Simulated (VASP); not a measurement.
A run of VASP 6.6.1 is set up as follows.

INCAR

```
PREC = Accurate
ENCUT = 600
EDIFF = 1E-6
ISMEAR = 0
SIGMA = 0.1
LREAL = False
LASPH = True
NELM = 60
ALGO = Normal
ISIF = 3
LWAVE = False
LCHARG = False
GGA = PE
IBRION = 2
NSW = 100
EDIFFG = -0.01
```

File KPOINTS:

```
regular mesh
0
Gamma
  10 10 10
```

Contents of POSCAR:

```
MgSe3
1.0
    4.4042834431      0.0000000000      0.0000000000
    0.0000000000      4.4042834431      0.0000000000
    0.0000000000      0.0000000000      4.4042834431
Mg Se
1 3
Direct
    0.0000000000      0.0000000000      0.0000000000
    0.0000000000      0.5000000000      0.5000000000
    0.5000000000      0.0000000000      0.5000000000
    0.5000000000      0.5000000000      0.0000000000
```

Potentials or basis: VASP PAW PBE potentials, release 64 (Mg, Se).

Command:

```bash
$ cat potpaw_PBE.64/Mg/POTCAR potpaw_PBE.64/Se/POTCAR > POTCAR
$ mpirun -np 1 vasp_std > vasp.out
```

(1) Predict the relaxed volume.

(2) Estimate the band gap on the k mesh.

(3) Predict the space group after relaxing (to 0.1 Å).

(4) Estimate the relaxed cell.

## Answers

(1) 21.02 Å³/atom.

(2) zero (bands 10 and 11 overlap by 1.92 eV).

(3) Pm-3m (No. 221).

(4) a = 4.381 Å, b = 4.381 Å, c = 4.381 Å, α = 90.00°, β = 90.00°, γ = 90.00°.
